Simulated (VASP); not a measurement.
# CoSi2 (Cm) in VASP: a series of runs

CoSi2 is run at these levels: PBE; tasks: single point.

Everything below comes from runs of VASP 6.6.1. Logs are shortened: lines on timing, memory, paths and dates and some standing lists are left out, and cuts for length are marked.

## (1) The cell of the first run

Symmetry: Cm, No. 8, monoclinic system. The conventional cell has a = 5.360 Å, b = 5.360 Å, c = 3.790 Å, α = 90.00°, β = 135.00°, γ = 90.00°. Within 2.9 Å of Co (site symmetry m) lie 8 Si at 2.20 to 2.45 Å. Si (site symmetry 1) has 4 Co at 2.20 to 2.45 Å and 6 Si at 2.35 to 3.01 Å within 3.1 Å.

## (2) Single point, PBE (atoms displaced along a vibrational mode)

Input file INCAR:

```
  PREC = Accurate
  ENCUT = 520
  EDIFF = 1E-6
  ISMEAR = 0
  SIGMA = 0.15
  LREAL = F
  LASPH = T
  NELM = 100
  ALGO = Normal
  ISIF = 2
  LWAVE = F
  LCHARG = F
  GGA = PE
  NBANDS = 16
```

Input file KPOINTS:

```
regular mesh
0
Gamma
  12 12 12
```

Input file POSCAR:

```
CoSi2
1.0
    0.0000000000      2.6801763726      2.6801763726
    2.6801763726      0.0000000000      2.6801763726
    2.6801763726      2.6801763726      0.0000000000
Co Si
1 2
Direct
   -0.0051919909      0.0051919909     -0.0051919909
    0.2860424041      0.2139575959      0.2248524012
    0.7248524012      0.7751475988      0.7860424041
```

Potentials or basis: VASP PAW PBE potentials, release 64 (Co, Si).

The run is started by

```
cat potpaw_PBE.64/Co/POTCAR potpaw_PBE.64/Si/POTCAR > POTCAR
mpirun -np 1 vasp_std > vasp.out
```

OUTCAR:

```text
PREC = Accurate
   ENCUT = 520
   EDIFF = 1E-6
   ISMEAR = 0
   LREAL = F
   LASPH = T
   NELM = 100
   ISIF = 2
   GGA = PE

 ion  position               nearest neighbor table
   1  0.995  0.005  0.995-   3 2.20   2 2.20   3 2.27   2 2.27   2 2.39   3 2.39   2 2.45   3 2.45

   2  0.286  0.214  0.225-   1 2.20   1 2.27   3 2.35   1 2.39   1 2.45   3 2.70   3 2.70   3 2.70
                             3 2.70   3 3.01
   3  0.725  0.775  0.786-   1 2.20   1 2.27   2 2.35   1 2.39   1 2.45   2 2.70   2 2.70   2 2.70
                             2 2.70   2 3.01

  LATTYP: Found a face centered cubic cell.
 ALAT       =     5.3603527452

  Lattice vectors:

 A1 = (   0.0000000000,   2.6801763726,   2.6801763726)
 A2 = (   2.6801763726,   0.0000000000,   2.6801763726)
 A3 = (   2.6801763726,   2.6801763726,   0.0000000000)

Analysis of symmetry for initial positions (statically):
=====================================================================
 Subroutine PRICEL returns:
 Original cell was already a primitive cell.

 Routine SETGRP: Setting up the symmetry group for a
 face centered cubic supercell.

 Subroutine GETGRP returns: Found  2 space group operations
 (whereof  2 operations were pure point group operations)
 out of a pool of 48 trial point group operations.

The static configuration has the point symmetry C_1h.

Analysis of symmetry for dynamics (positions and initial velocities):
=====================================================================
 Subroutine PRICEL returns:
 Original cell was already a primitive cell.

 Routine SETGRP: Setting up the symmetry group for a
 face centered cubic supercell.

 Subroutine GETGRP returns: Found  2 space group operations
 (whereof  2 operations were pure point group operations)
 out of a pool of 48 trial point group operations.

The dynamic configuration has the point symmetry C_1h.

 Subroutine INISYM returns: Found  2 space group operations
 (whereof  2 operations are pure point group operations),
 and found     1 'primitive' translations

----------------------------------------------------------------------------------------

                                     Primitive cell

  volume of cell :      38.5053

  direct lattice vectors                    reciprocal lattice vectors
     0.000000000  2.680176373  2.680176373    -0.186554887  0.186554887  0.186554887
     2.680176373  0.000000000  2.680176373     0.186554887 -0.186554887  0.186554887
[... 88 lines left out ...]
   LREAL  =      F    real-space projection
   EDIFFG = 0.1E-04   stopping-criterion for IOM
   NSW    =      0    number of steps for IOM
   IBRION =     -1    ionic relax: 0-MD 1-quasi-New 2-CG
   NFREE  =      0    steps in history (QN), initial steepest desc. (CG)
   ISIF   =      2    stress and relaxation
   ISYM   =      2    0-nonsym 1-usesym 2-fastsym
   POTIM  = 0.5000    time-step for ionic-motion
   TEBEG  =    0.0;   TEEND  =   0.0 temperature during run
   PSTRESS=    0.0 pullay stress
   NELECT =      17.0000    total number of electrons
   NUPDOWN=      -1.0000    fix difference up-down
   EMIN   =  10.00;   EMAX   =-10.00  energy-range for DOS
   EFERMI =   0.00;   METHOD = LEGACY
   ISMEAR =     0;   SIGMA  =   0.15  broadening in eV -4-tet -1-fermi 0-gaus
   EFERMI_NEDOS =   21; number of points for ismear=-14 and -15
   IALGO  =     38    algorithm
   IMIX   =      4    mixing-type and parameters
     AMIX     =   0.40;   BMIX     =  1.00
     AMIX_MAG =   1.60;   BMIX_MAG =  1.00
  volume/ion in A,a.u.               =      12.84        86.62
  Fermi-wavevector in a.u.,A,eV,Ry     =   1.246573  2.355682 21.142700  1.553945
  Thomas-Fermi vector in A             =   2.380744
   LORBIT       =      0    0 simple, 1 ext, 2 COOP (PROOUT), +10 PAW based schemes
   GGA     = PE    functional components
   LHFCALC =     F    Hartree Fock is set to
   AEXX    =    0.0000 exact exchange contribution
   IVDW    =     0    specifies the selected vdW correction
   LEPSILON=     F    determine dielectric tensor
   LRPA    =     F    only Hartree local field effects (RPA)
 non-spin polarized calculation
 Gauss-broadening in eV      SIGMA  =   0.15
  energy-cutoff  :      520.00
  volume of cell :       38.51
 maximum number of plane-waves:      1056
   NGX = 15   NGY = 15   NGZ = 15

 number of electron      17.0000000 magnetization

 Free energy of the ion-electron system (eV)
  ---------------------------------------------------
  ext. energy  EPLUGINS =         0.00000000
  ---------------------------------------------------
  free energy    TOTEN  =       -18.95617199 eV

  energy without entropy =      -18.94536283  energy(sigma->0) =      -18.95076741

 E-fermi :  10.1097     XC(G=0): -11.7187

 val. band max:       10.0967187427   @ k =   0.3333   0.5000   0.2500
 cond. band min:      10.1274981175   @ k =   0.1667   0.1667   0.0000
 fundamental gap:      0.0307793748
 Fermi energy:        10.1097319903

 k-point     1 :       0.0000    0.0000    0.0000
  band No.  band energies     occupation
      1      -3.1381      2.00000
      2       5.7275      2.00000
      3       5.8509      2.00000
      4       6.2384      2.00000
      5       8.0996      2.00000
      6       8.2673      2.00000
[... 433 lines left out ...]
      3       6.0125      2.00000
      4       6.1040      2.00000
      5       7.9559      2.00000
      6       8.1655      2.00000
[... 8 lines left out ...]
     15      17.3870      0.00000
     16      17.8564      0.00000

 [... further k-points ...]

------------------------ aborting loop because EDIFF is reached ----------------------------------------

  FORCE on cell =-STRESS in cart. coord.  units (eV):
  Direction    XX          YY          ZZ          XY          YZ          ZX
  --------------------------------------------------------------------------------------
  -------------------------------------------------------------------------------------
  Total        2.0659739      0.5858832      0.6291303      0.0000000      2.8841963      0.0000000
  in kB       85.9637405     24.3781943     26.1776755      0.0000000    120.0094053      0.0000000
  external PRESSURE =      45.5065368 kB  Pullay stress =       0.0000000 kB

 VOLUME and BASIS-vectors are now :
 -----------------------------------------------------------------------------
  energy-cutoff  :      520.00
  volume of cell :       38.51
      direct lattice vectors                 reciprocal lattice vectors
     0.000000000  2.680176373  2.680176373    -0.186554887  0.186554887  0.186554887
     2.680176373  0.000000000  2.680176373     0.186554887 -0.186554887  0.186554887
     2.680176373  2.680176373  0.000000000     0.186554887  0.186554887 -0.186554887

 POSITION                                       TOTAL-FORCE (eV/Angst)
 -----------------------------------------------------------------------------------
      2.68018      5.33252      2.68018         0.000000      0.720908      0.397340
      1.17609      1.36929      1.34009         2.210171     -0.360454     -0.198670
      4.18426      4.04946      4.02026        -2.210171     -0.360454     -0.198670
 -----------------------------------------------------------------------------------
    total drift:                                0.000000     -0.000152      0.000004

  FREE ENERGIE OF THE ION-ELECTRON SYSTEM (eV)
  ---------------------------------------------------
  free  energy   TOTEN  =       -18.9561719918 eV

  energy  without entropy=      -18.9453628322  energy(sigma->0) =      -18.95076741
```

OSZICAR:

```text
N       E                     dE             d eps       ncg     rms          rms(c)
DAV:   1     0.609516052545E+02    0.60952E+02   -0.67847E+03 15272   0.101E+03
DAV:   2    -0.172260372382E+02   -0.78178E+02   -0.69795E+02 17128   0.202E+02
DAV:   3    -0.203482242663E+02   -0.31222E+01   -0.30664E+01 19912   0.450E+01
DAV:   4    -0.204031865692E+02   -0.54962E-01   -0.54930E-01 18448   0.569E+00
DAV:   5    -0.204048814834E+02   -0.16949E-02   -0.16948E-02 20368   0.104E+00    0.146E+01
DAV:   6    -0.240018696367E+02   -0.35970E+01   -0.23369E+01 16096   0.102E+02    0.177E+01
DAV:   7    -0.189912470504E+02    0.50106E+01   -0.10736E+01 19136   0.810E+01    0.341E+00
DAV:   8    -0.189899949945E+02    0.12521E-02   -0.77747E-01 19104   0.593E+00    0.197E+00
DAV:   9    -0.189562442070E+02    0.33751E-01   -0.93160E-02 18864   0.578E+00    0.487E-01
DAV:  10    -0.189561851207E+02    0.59086E-04   -0.62542E-03 22456   0.112E+00    0.125E-01
DAV:  11    -0.189561478668E+02    0.37254E-04   -0.66981E-04 20768   0.451E-01    0.439E-02
DAV:  12    -0.189561701136E+02   -0.22247E-04   -0.57959E-05 17976   0.636E-02    0.118E-02
DAV:  13    -0.189561717287E+02   -0.16150E-05   -0.85676E-06 21040   0.459E-02    0.613E-03
DAV:  14    -0.189561719918E+02   -0.26315E-06   -0.11471E-06 13984   0.107E-02
   1 F= -.18956172E+02 E0= -.18950767E+02  d E =-.108092E-01
```

stdout:

```text
POSCAR found type information on POSCAR CoSi
 POSCAR found :  2 types and       3 ions
 scaLAPACK will be used
 LDA part: xc-table for (Slater+PW92), standard interpolation
 POSCAR, INCAR and KPOINTS ok, starting setup
 FFT: planning ... GRIDC
 FFT: planning ... GRID_SOFT
 FFT: planning ... GRID
 WAVECAR not read
 entering main loop
```

It took 3.4 min on 1 thread of Intel Xeon Platinum 8259CL at 2.50GHz (Skylake/Cascade Lake), shared host; peak memory 0.38 GiB.

Results:

| Property | Result |
| --- | --- |
| Free energy | -18.9562 eV |
| Pressure | 4.6 GPa |
| Largest force | 2.248 eV/Å |
| Band gap on the k mesh | zero (an odd number of electrons rules out a gap without spin polarisation) |

Forces on the atoms (eV/Å):
```
Co   0.000  0.721  0.397
Si   2.210 -0.360 -0.199
Si  -2.210 -0.360 -0.199
```

Stress tensor (GPa, compression positive):
```
 8.60  0.00  0.00
 0.00  2.44 12.00
 0.00 12.00  2.62
```

Caveat: the cell differs from its parent crystal (atoms displaced along a vibrational mode); the cell stands under pressure; the run has no spin polarisation, though such a crystal can be magnetic; forces of over 1 eV/Å act on the atoms, so gaps and moduli don't describe the material at rest. Spin polarisation is off, so any magnetic state and its effect on volume and gap are missing.

## (3) Single point, PBE (atoms displaced along a vibrational mode)

Input file INCAR:

```
SYSTEM = CoSi2
ALGO = Normal
EDIFF = 1E-7
ENCUT = 520
GGA = PE
ISIF = 2
ISMEAR = 0
LASPH = .TRUE.
LCHARG = .FALSE.
LREAL = .FALSE.
LWAVE = .FALSE.
NBANDS = 16
NELM = 80
PREC = Accurate
SIGMA = 0.15
```

Input file KPOINTS:

```
k-points
0
G
  12 12 12
  0 0 0
```

Input file POSCAR:

```
CoSi2
1.0
    0.0000000000      2.6801763726      2.6801763726
    2.6801763726      0.0000000000      2.6801763726
    2.6801763726      2.6801763726      0.0000000000
Co Si
1 2
Direct
   -0.0051919909      0.0051919909     -0.0051919909
    0.2783936538      0.2216063462      0.2325011516
    0.7325011516      0.7674988484      0.7783936538
```

Potentials or basis: VASP PAW PBE potentials, release 64 (Co, Si).

The run is started by

```
cat potpaw_PBE.64/Co/POTCAR potpaw_PBE.64/Si/POTCAR > POTCAR
mpirun -np 1 vasp_std > vasp.out
```

It took 3.7 min on 1 thread of Intel Xeon Platinum 8259CL at 2.50GHz (Skylake/Cascade Lake), shared host; peak memory 0.39 GiB.

Results (log left out):

| Property | Result |
| --- | --- |
| Free energy | -19.1071 eV |
| Pressure | 2.5 GPa |
| Largest force | 1.547 eV/Å |
| Band gap on the k mesh | zero (an odd number of electrons rules out a gap without spin polarisation) |

Forces in eV/Å, atoms in the order of the input:
```
Co   0.000  0.692  0.297
Si   1.500 -0.346 -0.148
Si  -1.500 -0.346 -0.148
```

Stress tensor (GPa, compression positive):
```
4.70 0.00 0.00
0.00 1.38 9.01
0.00 9.01 1.54
```

Levels at points of the mesh, in eV from the Fermi level:
| k point | band 7 | band 8 | band 9 | band 10 | band 11 | band 12 |
| --- | --- | --- | --- | --- | --- | --- |
| (0.00, 0.00, 0.00) | 0.67 | 2.62 | 3.13 | 3.27 | 3.45 | 3.50 |
| (0.50, 0.00, 0.00) | -1.66 | -1.26 | -0.17 | 2.77 | 3.18 | 3.86 |
| (0.00, 0.50, 0.00) | -1.49 | -0.82 | 0.35 | 2.28 | 2.93 | 3.65 |
| (0.50, 0.50, 0.00) | -1.99 | -1.67 | -1.33 | 1.51 | 2.78 | 8.54 |
| (0.00, 0.50, 0.50) | -1.90 | -1.79 | -1.40 | 1.47 | 2.90 | 8.61 |
| (0.50, 0.00, 0.50) | -1.97 | -1.66 | -1.34 | 1.51 | 2.78 | 8.55 |

Caveat: the cell differs from its parent crystal (atoms displaced along a vibrational mode); the run has no spin polarisation, though such a crystal can be magnetic; forces of over 1 eV/Å act on the atoms, so gaps and moduli don't describe the material at rest.
